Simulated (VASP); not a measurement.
# PbO2 (Fm-3m) in VASP: notebook, part 3 of 3

VASP 6.6.1.

### Step 5. Single point, PBE

This run uses another cell than the first one, of 13.15 Å³/atom, 1.042 times its volume.

File INCAR:

```
SYSTEM = PbO2
  PREC = Accurate
  ENCUT = 520
  EDIFF = 1E-6
  ISMEAR = 0
  SIGMA = 0.011
  LREAL = .FALSE.
  LASPH = .TRUE.
  NELM = 80
  ALGO = Normal
  ISIF = 2
  LWAVE = .FALSE.
  LCHARG = .FALSE.
  GGA = PE
  NBANDS = 20
```

File KPOINTS:

```
regular mesh
0
G
  9 9 9
  0 0 0
```

File POSCAR:

```
PbO2
1.0
    0.0000000000      2.7019920000      2.7019920000
    2.7019920000      0.0000000000      2.7019920000
    2.7019920000      2.7019920000      0.0000000000
Pb O
1 2
Direct
    0.0000000000      0.0000000000      0.0000000000
    0.7500000000      0.7500000000      0.7500000000
    0.2500000000      0.2500000000      0.2500000000
```

Potentials or basis: VASP PAW PBE potentials, release 64 (Pb_d, O).

The run is started by

```
> cat potpaw_PBE.64/Pb_d/POTCAR potpaw_PBE.64/O/POTCAR > POTCAR
> mpirun -np 1 vasp_std > vasp.out
```

OUTCAR:

```text
SYSTEM = PbO2
   PREC = Accurate
   ENCUT = 520
   EDIFF = 1E-6
   ISMEAR = 0
   LREAL = .FALSE.
   LASPH = .TRUE.
   NELM = 80
   ISIF = 2
   GGA = PE

 ion  position               nearest neighbor table
   1  0.000  0.000  0.000-   2 2.34   2 2.34   2 2.34   3 2.34   3 2.34   3 2.34   3 2.34   2 2.34

   2  0.750  0.750  0.750-   1 2.34   1 2.34   1 2.34   1 2.34
   3  0.250  0.250  0.250-   1 2.34   1 2.34   1 2.34   1 2.34

  LATTYP: Found a face centered cubic cell.
 ALAT       =     5.4039840000

  Lattice vectors:

 A1 = (   0.0000000000,   2.7019920000,   2.7019920000)
 A2 = (   2.7019920000,   0.0000000000,   2.7019920000)
 A3 = (   2.7019920000,   2.7019920000,   0.0000000000)

Analysis of symmetry for initial positions (statically):
=====================================================================
 Subroutine PRICEL returns:
 Original cell was already a primitive cell.

 Routine SETGRP: Setting up the symmetry group for a
 face centered cubic supercell.

 Subroutine GETGRP returns: Found 48 space group operations
 (whereof 48 operations were pure point group operations)
 out of a pool of 48 trial point group operations.

The static configuration has the point symmetry O_h .

Analysis of symmetry for dynamics (positions and initial velocities):
=====================================================================
 Subroutine PRICEL returns:
 Original cell was already a primitive cell.

 Routine SETGRP: Setting up the symmetry group for a
 face centered cubic supercell.

 Subroutine GETGRP returns: Found 48 space group operations
 (whereof 48 operations were pure point group operations)
 out of a pool of 48 trial point group operations.

The dynamic configuration has the point symmetry O_h .

 Subroutine INISYM returns: Found 48 space group operations
 (whereof 48 operations are pure point group operations),
 and found     1 'primitive' translations

[... 107 lines left out ...]
   NELECT =      26.0000    total number of electrons
   NUPDOWN=      -1.0000    fix difference up-down
   EMIN   =  10.00;   EMAX   =-10.00  energy-range for DOS
   EFERMI =   0.00;   METHOD = LEGACY
   ISMEAR =     0;   SIGMA  =   0.01  broadening in eV -4-tet -1-fermi 0-gaus
   EFERMI_NEDOS =   21; number of points for ismear=-14 and -15
   IALGO  =     38    algorithm
   IMIX   =      4    mixing-type and parameters
     AMIX     =   0.40;   BMIX     =  1.00
     AMIX_MAG =   1.60;   BMIX_MAG =  1.00
  volume/ion in A,a.u.               =      13.15        88.75
  Fermi-wavevector in a.u.,A,eV,Ry     =   1.424640  2.692180 27.614384  2.029600
  Thomas-Fermi vector in A             =   2.545110
   LORBIT       =      0    0 simple, 1 ext, 2 COOP (PROOUT), +10 PAW based schemes
   GGA     = PE    functional components
   LHFCALC =     F    Hartree Fock is set to
   AEXX    =    0.0000 exact exchange contribution
   IVDW    =     0    specifies the selected vdW correction
   LEPSILON=     F    determine dielectric tensor
   LRPA    =     F    only Hartree local field effects (RPA)
 non-spin polarized calculation
 Gauss-broadening in eV      SIGMA  =   0.01
  energy-cutoff  :      520.00
  volume of cell :       39.45
 maximum number of plane-waves:      1073
   NGX = 15   NGY = 15   NGZ = 15

 number of electron      25.9999989 magnetization

 Free energy of the ion-electron system (eV)
  ---------------------------------------------------
  ext. energy  EPLUGINS =         0.00000000
  ---------------------------------------------------
  free energy    TOTEN  =       -15.61020431 eV

  energy without entropy =      -15.61001010  energy(sigma->0) =      -15.61010721

 E-fermi :   5.5732     XC(G=0): -11.1442

 val. band max:        5.5378983281   @ k =  -0.3333   0.4444   0.1111
 cond. band min:       5.5756691045   @ k =  -0.3333   0.4444   0.2222
 fundamental gap:      0.0377707764
 Fermi energy:         5.5731907304

 k-point     1 :       0.0000    0.0000    0.0000
  band No.  band energies     occupation
      1     -12.8742      2.00000
      2     -10.0669      2.00000
      3     -10.0493      2.00000
      4     -10.0493      2.00000
      5     -10.0493      2.00000
      6      -9.8169      2.00000
[... 541 lines left out ...]
     19      21.8012      0.00000
     20      22.5640      0.00000

 [... further k-points ...]
[... 5 lines left out ...]
  --------------------------------------------------------------------------------------
  -------------------------------------------------------------------------------------
  Total        0.1429492      0.1429492      0.1429492      0.0000000      0.0000000      0.0000000
  in kB        5.8051045      5.8051045      5.8051045      0.0000000      0.0000000      0.0000000
  external PRESSURE =       5.8051045 kB  Pullay stress =       0.0000000 kB

 VOLUME and BASIS-vectors are now :
 -----------------------------------------------------------------------------
  energy-cutoff  :      520.00
  volume of cell :       39.45
      direct lattice vectors                 reciprocal lattice vectors
     0.000000000  2.701992000  2.701992000    -0.185048660  0.185048660  0.185048660
     2.701992000  0.000000000  2.701992000     0.185048660 -0.185048660  0.185048660
     2.701992000  2.701992000  0.000000000     0.185048660  0.185048660 -0.185048660

 POSITION                                       TOTAL-FORCE (eV/Angst)
 -----------------------------------------------------------------------------------
      0.00000      0.00000      0.00000         0.000000      0.000000      0.000000
      4.05299      4.05299      4.05299         0.000000      0.000000      0.000000
      1.35100      1.35100      1.35100        -0.000000     -0.000000     -0.000000
 -----------------------------------------------------------------------------------
    total drift:                                0.000000     -0.000000      0.000000

  FREE ENERGIE OF THE ION-ELECTRON SYSTEM (eV)
  ---------------------------------------------------
  free  energy   TOTEN  =       -15.6102043136 eV

  energy  without entropy=      -15.6100101039  energy(sigma->0) =      -15.61010721
```

Run time: 17 s. Hardware: 1 thread of Intel Xeon 6975P-C, shared host; peak memory 0.17 GiB.

Results:

```
Free energy            : -15.6102 eV
Pressure               : 0.6 GPa
Band gap on the k mesh : zero (band 13 reaches 5.58 eV, above the bottom of band 14 at 4.43 eV)
```

Caveat: spin-orbit coupling is left out, which moves the levels of the heavy elements.

### Step 6. Single point, PBE

This run uses another cell than the first one, of 13.19 Å³/atom, 1.045 times its volume.

File INCAR:

```
  ALGO = Normal
  EDIFF = 1E-6
  ENCUT = 520
  GGA = PE
  ISIF = 2
  ISMEAR = -1
  LASPH = True
  LCHARG = True
  LELF = True
  LREAL = False
  LVHAR = True
  LWAVE = False
  NBANDS = 20
  NELM = 100
  PREC = Accurate
  SIGMA = 0.05
```

File KPOINTS:

```
k-points
0
Gamma
  9 9 9
```

File POSCAR:

```
PbO2
1.0
    0.0000000000      2.7045513262      2.7045513262
    2.7045513262      0.0000000000      2.7045513262
    2.7045513262      2.7045513262      0.0000000000
Pb O
1 2
Direct
    0.0000000000      0.0000000000      0.0000000000
    0.7500000000      0.7500000000      0.7500000000
    0.2500000000      0.2500000000      0.2500000000
```

Potentials or basis: VASP PAW PBE potentials, release 64 (Pb_d, O).

The run is started by

```
> cat potpaw_PBE.64/Pb_d/POTCAR potpaw_PBE.64/O/POTCAR > POTCAR
> mpirun -np 1 vasp_std > vasp.out
```

OUTCAR:

```text
EDIFF = 1E-6
   ENCUT = 520
   GGA = PE
   ISIF = 2
   ISMEAR = -1
   LASPH = True
   LREAL = False
   NELM = 100
   PREC = Accurate

 ion  position               nearest neighbor table
   1  0.000  0.000  0.000-   2 2.34   2 2.34   2 2.34   3 2.34   3 2.34   3 2.34   3 2.34   2 2.34

   2  0.750  0.750  0.750-   1 2.34   1 2.34   1 2.34   1 2.34
   3  0.250  0.250  0.250-   1 2.34   1 2.34   1 2.34   1 2.34

  LATTYP: Found a face centered cubic cell.
 ALAT       =     5.4091026524

  Lattice vectors:

 A1 = (   0.0000000000,   2.7045513262,   2.7045513262)
 A2 = (   2.7045513262,   0.0000000000,   2.7045513262)
 A3 = (   2.7045513262,   2.7045513262,   0.0000000000)

Analysis of symmetry for initial positions (statically):
=====================================================================
 Subroutine PRICEL returns:
 Original cell was already a primitive cell.

 Routine SETGRP: Setting up the symmetry group for a
 face centered cubic supercell.

 Subroutine GETGRP returns: Found 48 space group operations
 (whereof 48 operations were pure point group operations)
[... 158 lines left out ...]
  ---------------------------------------------------
  ext. energy  EPLUGINS =         0.00000000
  ---------------------------------------------------
  free energy    TOTEN  =       -15.61471467 eV

  energy without entropy =      -15.60880941  energy(sigma->0) =      -15.61176204

 E-fermi :   5.5885     XC(G=0): -11.1287

 val. band max:        5.5397028634   @ k =  -0.3333   0.4444   0.2222
 cond. band min:       6.0938105214   @ k =  -0.1111   0.1111   0.0000
 fundamental gap:      0.5541076581
 Fermi energy:         5.5884867003

 k-point     1 :       0.0000    0.0000    0.0000
  band No.  band energies     occupation
      1     -12.8877      2.00000
      2     -10.0978      2.00000
      3     -10.0818      2.00000
      4     -10.0818      2.00000
      5     -10.0818      2.00000
      6      -9.8525      2.00000
[... 541 lines left out ...]
     19      21.7605      0.00000
     20      22.5011      0.00000

 [... further k-points ...]
[... 5 lines left out ...]
  --------------------------------------------------------------------------------------
  -------------------------------------------------------------------------------------
  Total        0.0514295      0.0514295      0.0514295      0.0000000      0.0000000      0.0000000
  in kB        2.0826083      2.0826083      2.0826083      0.0000000      0.0000000      0.0000000
  external PRESSURE =       2.0826083 kB  Pullay stress =       0.0000000 kB

 VOLUME and BASIS-vectors are now :
 -----------------------------------------------------------------------------
  energy-cutoff  :      520.00
  volume of cell :       39.57
      direct lattice vectors                 reciprocal lattice vectors
     0.000000000  2.704551326  2.704551326    -0.184873548  0.184873548  0.184873548
     2.704551326  0.000000000  2.704551326     0.184873548 -0.184873548  0.184873548
     2.704551326  2.704551326  0.000000000     0.184873548  0.184873548 -0.184873548

 POSITION                                       TOTAL-FORCE (eV/Angst)
 -----------------------------------------------------------------------------------
      0.00000      0.00000      0.00000        -0.000000     -0.000000     -0.000000
      4.05683      4.05683      4.05683        -0.000000     -0.000000     -0.000000
      1.35228      1.35228      1.35228         0.000000      0.000000      0.000000
 -----------------------------------------------------------------------------------
    total drift:                                0.000000      0.000000      0.000000

  FREE ENERGIE OF THE ION-ELECTRON SYSTEM (eV)
  ---------------------------------------------------
  free  energy   TOTEN  =       -15.6147146750 eV

  energy  without entropy=      -15.6088094148  energy(sigma->0) =      -15.61176204
```

stdout:

```text
POSCAR found type information on POSCAR PbO
 POSCAR found :  2 types and       3 ions
 scaLAPACK will be used
 LDA part: xc-table for (Slater+PW92), standard interpolation
 POSCAR, INCAR and KPOINTS ok, starting setup
 FFT: planning ... GRIDC
 FFT: planning ... GRID_SOFT
 FFT: planning ... GRID
 WAVECAR not read
 entering main loop
```

Run time: 15 s. Hardware: 1 thread of Intel Xeon 6975P-C, shared host; peak memory 0.17 GiB.

Results:

```
Free energy            : -15.6147 eV
Pressure               : 0.2 GPa
Band gap on the k mesh : zero (band 13 reaches 5.54 eV, above the bottom of band 14 at 4.40 eV)
```

Levels at points of the mesh, in eV from the Fermi level:
| k point | band 9 | band 10 | band 11 | band 12 | band 13 | band 14 | band 15 | band 16 | band 17 | band 18 |
| --- | --- | --- | --- | --- | --- | --- | --- | --- | --- | --- |
| (0.00, 0.00, 0.00) | -1.96 | -1.96 | -1.96 | -1.19 | -1.19 | -1.19 | 6.99 | 6.99 | 6.99 | 11.77 |

Caveat: spin-orbit coupling is left out, which moves the levels of the heavy elements.

### Step 7. Summary

```tsv
level	potentials or basis	cell	smearing	gap on the mesh (eV)	pressure (GPa)
LDA	VASP PAW LDA potentials, release 64 (Pb_d, O)	a = 3.770 Å, angles 60.0°, 3 atoms	fermi-dirac 0.05 eV	none	-4.3
LDA	VASP PAW LDA potentials, release 64 (Pb_d, O)	a = 3.847 Å, angles 60.0°, 3 atoms	fermi-dirac 0.05 eV	none	-12.1
LDA	VASP PAW LDA potentials, release 64 (Pb_d, O)	a = 3.896 Å, angles 60.0°, 3 atoms	fermi-dirac 0.05 eV	none	-15.8
PBE	VASP PAW PBE potentials, release 64 (Pb_d, O)	a = 3.821 Å, angles 60.0°, 3 atoms	gaussian 0.011 eV	none	0.6
PBE	VASP PAW PBE potentials, release 64 (Pb_d, O)	a = 3.825 Å, angles 60.0°, 3 atoms	fermi-dirac 0.05 eV	none	0.2
```

Alike in all rows: task single point; no spin polarisation; k mesh 9 × 9 × 9; cutoff (eV) 520.

Caveats: spin-orbit coupling is left out, which moves the levels of the heavy elements.

Total energies depend on the potentials used, so only differences within one code and one set of settings carry meaning.
